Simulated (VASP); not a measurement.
SrMg, 2 atoms in the cell. The structure is tetragonal, space group P4/mmm (No. 123). Conventional cell: a = 3.900 Å, b = 3.900 Å, c = 3.841 Å, α = 90.00°, β = 90.00°, γ = 90.00°. Sr (site symmetry 4/mmm) has 8 Mg at 3.36 Å and 6 Sr at 3.84 to 3.90 Å within 4.4 Å. Within 4.4 Å of Mg (site symmetry 4/mmm) lie 8 Sr at 3.36 Å and 6 Mg at 3.84 to 3.90 Å.  This cell differs from its parent crystal: strain +0.000 along x and y, -0.015 along z.

| Property | Result |
| --- | --- |
| Program | VASP 6.6.1 |
| Task | single point |
| Functional | LDA |
| Potentials or basis | VASP PAW LDA potentials, release 64 (Sr_sv, Mg) |
| Cutoff | 520 eV |
| k mesh | 12 × 12 × 12 |
| Occupations | gaussian, width 0.15 eV |
| Spin | no spin polarisation |
| Dipole correction | no |
| Further INCAR settings | ALGO = Fast; EDIFF = 1e-06; NBANDS = 13 |

Potentials or basis: VASP PAW LDA potentials, release 64 (Sr_sv, Mg).

Run with:

```console
$ cat potpaw_LDA.64/Sr_sv/POTCAR potpaw_LDA.64/Mg/POTCAR > POTCAR
$ mpirun -np 1 vasp_std > vasp.out
```

Hardware: 1 thread of AMD EPYC 9R45 96-Core Processor (Zen 5), on a shared host.

Q: How long does it take, and how much memory?

A: Run time: 55 s on 1 thread of AMD EPYC 9R45 96-Core Processor (Zen 5) (shared host), peak memory 0.26 GiB. Counts: scf iterations 15, k points 196.
